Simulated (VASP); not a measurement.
# CoSi2 (Fm-3m) in VASP: notebook

The runs below take CoSi2 through single point, with LDA.

Everything below comes from runs of VASP 6.6.1. Logs are shortened: lines on timing, memory, paths and dates and some standing lists are left out, and cuts for length are marked.

## Step 1: The cell of the first run

Symmetry: Fm-3m, No. 225, cubic system. Conventional cell: a = 5.284 Å, b = 5.284 Å, c = 5.284 Å, α = 90.00°, β = 90.00°, γ = 90.00°. Co (site symmetry m-3m) has 8 Si at 2.29 Å within 3.0 Å. Within 3.0 Å of Si (site symmetry -43m) lie 4 Co at 2.29 Å and 6 Si at 2.64 Å.

## Step 2: Single point, LDA, collinear spin, ferromagnetic start (12.29 Å³/atom)

INCAR

```
PREC = Accurate
ENCUT = 520
EDIFF = 1E-6
ISMEAR = -1
SIGMA = 0.05
LREAL = F
LASPH = T
NELM = 150
ALGO = Normal
ISIF = 2
LWAVE = F
LCHARG = F
ISPIN = 2
MAGMOM = 2 0 0
LORBIT = 11
LMAXMIX = 4
NBANDS = 20
```

KPOINTS

```
regular mesh
0
Gamma
  9 9 9
```

POSCAR

```
CoSi2
1.0
    0.0000000000      2.6418063740      2.6418063740
    2.6418063740      0.0000000000      2.6418063740
    2.6418063740      2.6418063740      0.0000000000
Co Si
1 2
Direct
    0.0000000000      0.0000000000      0.0000000000
    0.7500000000      0.7500000000      0.7500000000
    0.2500000000      0.2500000000      0.2500000000
```

Potentials or basis: VASP PAW LDA potentials, release 64 (Co, Si).

Command:

```console
$ cat potpaw_LDA.64/Co/POTCAR potpaw_LDA.64/Si/POTCAR > POTCAR
$ mpirun -np 1 vasp_std > vasp.out
```

OUTCAR:

```text
PREC = Accurate
   ENCUT = 520
   EDIFF = 1E-6
   ISMEAR = -1
   LREAL = F
   LASPH = T
   NELM = 150
   ISIF = 2
   ISPIN = 2
   LORBIT = 11

 ion  position               nearest neighbor table
   1  0.000  0.000  0.000-   2 2.29   3 2.29   2 2.29   2 2.29   2 2.29   3 2.29   3 2.29   3 2.29

   2  0.750  0.750  0.750-   1 2.29   1 2.29   1 2.29   1 2.29   3 2.64   3 2.64   3 2.64   3 2.64
                             3 2.64   3 2.64
   3  0.250  0.250  0.250-   1 2.29   1 2.29   1 2.29   1 2.29   2 2.64   2 2.64   2 2.64   2 2.64
                             2 2.64   2 2.64

  LATTYP: Found a face centered cubic cell.
 ALAT       =     5.2836127480

  Lattice vectors:

 A1 = (   0.0000000000,   2.6418063740,   2.6418063740)
 A2 = (   2.6418063740,   0.0000000000,   2.6418063740)
 A3 = (   2.6418063740,   2.6418063740,   0.0000000000)

Analysis of symmetry for initial positions (statically):
=====================================================================
 Subroutine PRICEL returns:
 Original cell was already a primitive cell.

 Routine SETGRP: Setting up the symmetry group for a
 face centered cubic supercell.

 Subroutine GETGRP returns: Found 48 space group operations
 (whereof 48 operations were pure point group operations)
 out of a pool of 48 trial point group operations.

The static configuration has the point symmetry O_h .

Analysis of symmetry for dynamics (positions and initial velocities):
=====================================================================
 Subroutine PRICEL returns:
 Original cell was already a primitive cell.

 Routine SETGRP: Setting up the symmetry group for a
 face centered cubic supercell.

 Subroutine GETGRP returns: Found 48 space group operations
 (whereof 48 operations were pure point group operations)
 out of a pool of 48 trial point group operations.

The dynamic configuration has the point symmetry O_h .

Analysis of structural, dynamic, and magnetic symmetry:
=====================================================================
 Subroutine PRICEL returns:
 Original cell was already a primitive cell.

 Routine SETGRP: Setting up the symmetry group for a
 face centered cubic supercell.

 Subroutine GETGRP returns: Found 48 space group operations
 (whereof 48 operations were pure point group operations)
 out of a pool of 48 trial point group operations.

The overall configuration has the point symmetry O_h .

 Subroutine INISYM returns: Found 48 space group operations
 (whereof 48 operations are pure point group operations),
 and found     1 'primitive' translations

----------------------------------------------------------------------------------------
[... 123 lines left out ...]
   IVDW    =     0    specifies the selected vdW correction
   LEPSILON=     F    determine dielectric tensor
   LRPA    =     F    only Hartree local field effects (RPA)
 spin polarized calculation
  energy-cutoff  :      520.00
  volume of cell :       36.88
 maximum number of plane-waves:      1018
   NGX = 13   NGY = 13   NGZ = 13

 number of electron      17.0000008 magnetization       0.0033577

 number of electron      17.0000008 magnetization      -0.0001847

 Free energy of the ion-electron system (eV)
  ---------------------------------------------------
  ext. energy  EPLUGINS =         0.00000000
  ---------------------------------------------------
  free energy    TOTEN  =       -21.92857328 eV

  energy without entropy =      -21.91847629  energy(sigma->0) =      -21.92352478

 E-fermi :  10.5208     XC(G=0): -12.0957

 val. band max:       10.4989362026   @ k =  -0.2222   0.1111   0.0000
 cond. band min:      10.5457134618   @ k =   0.3333   0.1111   0.0000
 fundamental gap:      0.0467772592
 Fermi energy:        10.5207619931

 spin component 1

 k-point     1 :       0.0000    0.0000    0.0000
  band No.  band energies     occupation
      1      -2.8314      1.00000
      2       6.2804      1.00000
      3       6.2804      1.00000
      4       6.2804      1.00000
      5       8.5118      1.00000
      6       8.5118      1.00000
[... 541 lines left out ...]
     19      25.9222      0.00000
     20      26.0003      0.00000

 [... further k-points ...]

 spin component 2

 k-point     1 :       0.0000    0.0000    0.0000
  band No.  band energies     occupation
      1      -2.8315      1.00000
      2       6.2804      1.00000
      3       6.2804      1.00000
      4       6.2804      1.00000
      5       8.5117      1.00000
      6       8.5117      1.00000
[... 541 lines left out ...]
     19      25.9222      0.00000
     20      26.0003      0.00000

 [... further k-points ...]

------------------------ aborting loop because EDIFF is reached ----------------------------------------

  FORCE on cell =-STRESS in cart. coord.  units (eV):
  Direction    XX          YY          ZZ          XY          YZ          ZX
  --------------------------------------------------------------------------------------
  -------------------------------------------------------------------------------------
  Total       -0.1727622     -0.1727622     -0.1727622      0.0000000      0.0000000      0.0000000
  in kB       -7.5063067     -7.5063067     -7.5063067      0.0000000      0.0000000      0.0000000
  external PRESSURE =      -7.5063067 kB  Pullay stress =       0.0000000 kB

 VOLUME and BASIS-vectors are now :
 -----------------------------------------------------------------------------
  energy-cutoff  :      520.00
  volume of cell :       36.88
      direct lattice vectors                 reciprocal lattice vectors
     0.000000000  2.641806374  2.641806374    -0.189264438  0.189264438  0.189264438
     2.641806374  0.000000000  2.641806374     0.189264438 -0.189264438  0.189264438
     2.641806374  2.641806374  0.000000000     0.189264438  0.189264438 -0.189264438

 POSITION                                       TOTAL-FORCE (eV/Angst)
 -----------------------------------------------------------------------------------
      0.00000      0.00000      0.00000        -0.000000     -0.000000     -0.000000
      3.96271      3.96271      3.96271         0.000000      0.000000     -0.000000
      1.32090      1.32090      1.32090         0.000000     -0.000000      0.000000
 -----------------------------------------------------------------------------------
    total drift:                               -0.000000     -0.000000      0.000000

  FREE ENERGIE OF THE ION-ELECTRON SYSTEM (eV)
  ---------------------------------------------------
  free  energy   TOTEN  =       -21.9285732805 eV

  energy  without entropy=      -21.9184762885  energy(sigma->0) =      -21.92352478

 total charge

# of ion       s       p       d       tot
------------------------------------------
    1        0.565   0.766   7.664   8.995
    2        0.724   0.906   0.000   1.629
    3        0.724   0.906   0.000   1.629
--------------------------------------------------
tot          2.012   2.578   7.664  12.253

 magnetization (x)

# of ion       s       p       d       tot
------------------------------------------
    1       -0.000  -0.000  -0.000  -0.000
    2        0.000   0.000   0.000   0.000
    3        0.000   0.000   0.000   0.000
--------------------------------------------------
tot          0.000  -0.000  -0.000  -0.000
```

stdout:

```text
POSCAR found type information on POSCAR CoSi
 POSCAR found :  2 types and       3 ions
 scaLAPACK will be used
 LDA part: xc-table for (Slater(with rela. corr.)+CA(PZ))
 , standard interpolation
 POSCAR, INCAR and KPOINTS ok, starting setup
 FFT: planning ... GRIDC
 FFT: planning ... GRID_SOFT
 FFT: planning ... GRID
 WAVECAR not read
 entering main loop
```

It took 83 s on 1 thread of Intel Xeon 8259CL, shared host; peak memory 0.17 GiB.

Results:

- Free energy: -21.9286 eV
- Pressure: -0.8 GPa
- Net moment: 0.00 μB per cell
- Valence electrons inside the program's atomic spheres: Co 8.99; Si 1.63

Caveat: the moments typed at the start vanished in this run.

## Step 3: Single point, LDA, collinear spin, ferromagnetic start (12.55 Å³/atom)

This run uses another cell than the first one, of 12.55 Å³/atom.

INCAR

```
SYSTEM = CoSi2
  ALGO = Normal
  EDIFF = 1E-6
  ENCUT = 520
  ISIF = 2
  ISMEAR = -1
  ISPIN = 2
  LASPH = .TRUE.
  LCHARG = .TRUE.
  LELF = .TRUE.
  LMAXMIX = 4
  LORBIT = 11
  LREAL = .FALSE.
  LVHAR = .TRUE.
  LWAVE = .FALSE.
  MAGMOM = 2 0 0
  NBANDS = 20
  NELM = 150
  PREC = Accurate
  SIGMA = 0.05
```

KPOINTS

```
k-points
0
G
  9 9 9
  0 0 0
```

POSCAR

```
CoSi2
1.0
    0.0000000000      2.6600263041      2.6600263041
    2.6600263041      0.0000000000      2.6600263041
    2.6600263041      2.6600263041      0.0000000000
Co Si
1 2
Direct
    0.0000000000      0.0000000000      0.0000000000
    0.7500000000      0.7500000000      0.7500000000
    0.2500000000      0.2500000000      0.2500000000
```

Potentials or basis: VASP PAW LDA potentials, release 64 (Co, Si).

Command:

```console
$ cat potpaw_LDA.64/Co/POTCAR potpaw_LDA.64/Si/POTCAR > POTCAR
$ mpirun -np 1 vasp_std > vasp.out
```

It took 87 s on 1 thread of Intel Xeon 8259CL, shared host; peak memory 0.17 GiB.

It converged, with:

```yaml
Free_energy: -21.9154 eV
Pressure: -4.7 GPa
Net_moment: 0.00 μB per cell
Valence_electrons_inside_the_program's_atomic_spheres: Co 8.94; Si 1.62
```

Levels at points of the mesh, in eV from the Fermi level:
Spin up:
| k point | band 7 | band 8 | band 9 | band 10 | band 11 | band 12 |
| --- | --- | --- | --- | --- | --- | --- |
| (0.00, 0.00, 0.00) | 0.91 | 3.51 | 3.51 | 3.51 | 3.53 | 3.53 |
Spin down:
```csv
k point,band 6,band 7,band 8,band 9,band 10,band 11,band 12,band 13
"(0.00, 0.00, 0.00)",-1.94,0.91,3.51,3.51,3.51,3.53,3.53,3.53
```

Caveat: the cell stands under tension; the moments typed at the start vanished in this run.

## Step 4: Single point, LDA, collinear spin, ferromagnetic start (13.06 Å³/atom)

This run uses another cell than the first one, of 13.06 Å³/atom.

INCAR

```
PREC = Accurate
ENCUT = 520
EDIFF = 1E-6
ISMEAR = -1
SIGMA = 0.05
LREAL = False
LASPH = True
NELM = 150
ALGO = Normal
ISIF = 2
LWAVE = False
LCHARG = False
ISPIN = 2
MAGMOM = 2 0 0
LORBIT = 11
LMAXMIX = 4
GGA = CA
NBANDS = 20
```

KPOINTS

```
regular mesh
0
Gamma
  9 9 9
```

POSCAR

```
CoSi2
1.0
    0.0000000000      2.6957356162      2.6957356162
    2.6957356162      0.0000000000      2.6957356162
    2.6957356162      2.6957356162      0.0000000000
Co Si
1 2
Direct
    0.0000000000      0.0000000000      0.0000000000
    0.7500000000      0.7500000000      0.7500000000
    0.2500000000      0.2500000000      0.2500000000
```

Command:

```console
$ cat potpaw_LDA.64/Co/POTCAR potpaw_LDA.64/Si/POTCAR > POTCAR
$ mpirun -np 1 vasp_std > vasp.out
```

Wall time 83 s (1 thread of Intel Xeon 8259CL, shared host); peak memory 0.17 GiB.

The run converged. Its results:

```
Free energy                                           : -21.8375 eV
Pressure                                              : -11.3 GPa
Net moment                                            : 0.00 μB per cell
Valence electrons inside the program's atomic spheres : Co 8.83; Si 1.59
```

Levels at points of the mesh, in eV from the Fermi level:
Spin up:
```
           k point  band 7  band 8  band 9  band 10  band 11  band 12
(0.00, 0.00, 0.00)    0.51    3.37    3.37     3.37     3.49     3.49
```
Spin down:
| k point | band 5 | band 6 | band 7 | band 8 | band 9 | band 10 | band 11 | band 12 | band 13 | band 14 |
| --- | --- | --- | --- | --- | --- | --- | --- | --- | --- | --- |
| (0.00, 0.00, 0.00) | -1.81 | -1.81 | 0.51 | 3.37 | 3.37 | 3.37 | 3.49 | 3.49 | 3.49 | 5.58 |

Caveat: the cell stands under tension; the moments typed at the start vanished in this run.

## Step 5: Single point, LDA, collinear spin, ferromagnetic start (13.32 Å³/atom)

This run uses another cell than the first one, of 13.32 Å³/atom.

INCAR

```
SYSTEM = CoSi2
  PREC = Accurate
  ENCUT = 520
  EDIFF = 1E-7
  ISMEAR = -1
  SIGMA = 0.05
  LREAL = .FALSE.
  LASPH = .TRUE.
  NELM = 150
  ALGO = Normal
  ISIF = 2
  LWAVE = .FALSE.
  LCHARG = .TRUE.
  ISPIN = 2
  MAGMOM = 2 0 0
  LORBIT = 11
  LMAXMIX = 4
  LELF = .TRUE.
  LVHAR = .TRUE.
  NBANDS = 20
```

KPOINTS

```
Automatic mesh
0
G
  9 9 9
  0 0 0
```

POSCAR

```
CoSi2
1.0
    0.0000000000      2.7132408834      2.7132408834
    2.7132408834      0.0000000000      2.7132408834
    2.7132408834      2.7132408834      0.0000000000
Co Si
1 2
Direct
    0.0000000000      0.0000000000      0.0000000000
    0.7500000000      0.7500000000      0.7500000000
    0.2500000000      0.2500000000      0.2500000000
```

Command:

```console
$ cat potpaw_LDA.64/Co/POTCAR potpaw_LDA.64/Si/POTCAR > POTCAR
$ mpirun -np 1 vasp_std > vasp.out
```

Run time: 1.9 min. Hardware: 1 thread of Intel Xeon 8259CL, shared host; peak memory 0.18 GiB.

It converged, with:

| Quantity | Value |
| --- | --- |
| Free energy | -21.7766 eV |
| Pressure | -14.1 GPa |
| Net moment | 0.00 μB per cell |
| Valence electrons inside the program's atomic spheres | Co 8.78; Si 1.58 |

Levels at points of the mesh, in eV from the Fermi level:
Spin up:
```tsv
k point	band 5	band 6	band 7	band 8	band 9	band 10	band 11	band 12	band 13	band 14
(0.00, 0.00, 0.00)	-1.75	-1.75	0.33	3.29	3.29	3.29	3.48	3.48	3.48	5.50
```
Spin down:
```
           k point  band 5  band 6  band 7  band 8  band 9  band 10  band 11  band 12  band 13  band 14
(0.00, 0.00, 0.00)   -1.75   -1.75    0.33    3.29    3.29     3.29     3.48     3.48     3.48     5.50
```

Caveat: the cell stands under tension; the moments typed at the start vanished in this run.
